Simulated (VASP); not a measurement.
Set up this calculation in VASP 6.6.1, as the native input.

```yaml
Task: single point
Functional: PBE0
Potentials_or_basis: VASP PAW PBE potentials, release 64 (Zn, S)
Cutoff: 520 eV
k_mesh: 4 × 4 × 2
Occupations: gaussian, width 0.05 eV
Spin: no spin polarisation
Dipole_correction: no
Grid_for_exact_exchange_PRECFOCK: Normal
Further_INCAR_settings: ALGO = Normal; EDIFF = 1e-06; NBANDS = 26
Share_of_exact_exchange: 0.25
```

The system is ZnS.

```xyz
4
Lattice="3.8069 0.0000 0.0000 -1.9034 3.2968 0.0000 0.0000 0.0000 6.2476" Properties=species:S:1:pos:R:3 pbc="T T T"
Zn    0.0000    2.1979    0.0337
Zn    1.9034    1.0989    3.1575
S     0.0000    2.1979    2.3716
S     1.9034    1.0989    5.4954
```

The input as run:

POSCAR

```
ZnS
1.0
    3.8068506073      0.0000000000      0.0000000000
   -1.9034253037      3.2968293343      0.0000000000
    0.0000000000      0.0000000000      6.2475893693
Zn S
2 2
Direct
    0.3333333333      0.6666666667      0.0054009072
    0.6666666667      0.3333333333      0.5054009072
    0.3333333333      0.6666666667      0.3795990928
    0.6666666667      0.3333333333      0.8795990928
```

INCAR.step1

```
  ALGO = Normal
  EDIFF = 1E-5
  ENCUT = 520
  GGA = PE
  ISIF = 2
  ISMEAR = 0
  LASPH = T
  LCHARG = F
  LREAL = F
  LWAVE = T
  NBANDS = 26
  NELM = 80
  PREC = Accurate
  SIGMA = 0.05
```

INCAR.step2

```
  AEXX = 0.25
  ALGO = Normal
  EDIFF = 1E-6
  ENCUT = 520
  GGA = PE
  ISIF = 2
  ISMEAR = 0
  ISTART = 1
  LASPH = T
  LCHARG = F
  LHFCALC = T
  LREAL = F
  LWAVE = F
  NBANDS = 26
  NELM = 80
  PREC = Accurate
  PRECFOCK = Normal
  SIGMA = 0.05
```

KPOINTS

```
k-points
0
Gamma
  4 4 2
```

Potentials or basis: VASP PAW PBE potentials, release 64 (Zn, S).

Run with:

```console
$ cat potpaw_PBE.64/Zn/POTCAR potpaw_PBE.64/S/POTCAR > POTCAR
$ cp INCAR.step1 INCAR
$ mpirun -np 1 vasp_std > vasp.out
$ cp INCAR.step2 INCAR
$ mpirun -np 1 vasp_std > vasp.out
```

It gave:

```
Pressure               : 1.3 GPa
Largest force          : 0.006 eV/Å
Band gap on the k mesh : 4.17 eV
```

Caveat: the k points lie up to 0.50 Å⁻¹ apart; the PAW data sets were made with another functional, which shifts forces and pressure a little.

It took 25 min on 1 thread of AMD EPYC 7R43 64-Core Processor (Zen 3), with other jobs on the host, peak memory 0.17 GiB.
